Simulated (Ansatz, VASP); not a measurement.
# In: VASP beside Ansatz

The input INCAR:

```
  ALGO = Fast
  EDIFF = 1E-7
  EDIFFG = -0.01
  ENCUT = 600
  GGA = PE
  IBRION = 2
  ISIF = 3
  ISMEAR = 0
  LASPH = T
  LCHARG = F
  LREAL = F
  LWAVE = F
  NELM = 100
  NSW = 100
  PREC = Accurate
  SIGMA = 0.1
```

The input KPOINTS:

```
k-points
0
Gamma
  18 18 18
```

File POSCAR:

```
In
1.0
    1.9859498353      1.1465886720      2.0871653619
   -1.9859498353      1.1465886720      2.0871653619
    0.0000000000     -2.2931773440      2.0871653619
In
1
Direct
    0.5000000000      0.5000000000      0.5000000000
```

Input for Ansatz:

```yaml
crystal:
  lattice:
    - [1.9859498353, 1.146588672, 2.0871653619]
    - [-1.9859498353, 1.146588672, 2.0871653619]
    - [0.0, -2.293177344, 2.0871653619]
  atoms:
    - { symbol: In, position: [0.5, 0.5, 0.5] }
basis:
  ecutwfc: 420
kpoints:
  mp_grid: { grid: [18, 18, 18] }
hamiltonian:
  xc: pbe
scf:
  occupations: { method: gaussian, width: 0.1 }
output:
  forces: true
  stress: true
  eigenvalues: true
  write_density: true
  write_potential: true
  elf: true
  volumetric_format: npy
relax:
  adjacent_minimum: "off"
  f_tol: 0.01
  max_steps: 80
  cell: { stress_tol: 0.05 }
```

Alike in both runs: task relaxation of cell and atoms; functional PBE; k mesh 18 × 18 × 18; occupations gaussian, width 0.1 eV; no spin polarisation.

|  | VASP | Ansatz |
| --- | --- | --- |
| version | VASP 6.6.1 | Ansatz 0.2.0 |
| potentials or method | VASP PAW PBE potentials, release 64 (In_d), cutoff 600 eV | scalar-relativistic, plane waves, PAW |
| valence electrons in the cell | 13 | 13 |

Ansatz gave:

| Item | Value |
| --- | --- |
| gap on the k mesh at the Fermi level, each at its own relaxed structure (eV) | none |
| relaxed volume (Å³/atom) | 27.50 |
| relaxed cell length with the largest relative difference (Å) | 3.385 |

Problem. Estimate VASP's values.

Solution. gap on the k mesh at the Fermi level, each at its own relaxed structure (eV): none; relaxed volume (Å³/atom): 27.45; relaxed cell length with the largest relative difference (Å): 3.378.

A gap of «none» marks a metal or a gap that the smearing closes.
